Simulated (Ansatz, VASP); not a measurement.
## BP: VASP beside Ansatz

```
P B
1.0
     0.00000    2.26900    2.26900
     2.26900    0.00000    2.26900
     2.26900    2.26900    0.00000
P B
1 1
Direct
  0.75000 0.75000 0.75000
  0.00000 0.00000 0.00000
```

Alike in both runs: task single point; functional r2SCAN; dispersion rVV10; k mesh 10 × 10 × 10; occupations fermi-dirac, width 0.05 eV; no spin polarisation.

|  | VASP | Ansatz |
| --- | --- | --- |
| version | VASP 6.6.1 | Ansatz 0.2.0 |
| potentials or method | VASP PAW PBE potentials, release 64 (P, B) | Ansatz PAW |
| plane-wave cutoff (eV) | 520 | 500 |
| valence electrons in the cell | 8 | 8 |

```csv
,VASP,Ansatz,Ansatz less VASP
gap on the k mesh at the Fermi level (eV),1.42,1.39,-0.029
least direct gap on the mesh (eV),3.63,3.59,-0.040
pressure (GPa),-1.3,-0.8,+0.44
```

VASP's potentials were made for PBE, not for r2SCAN.
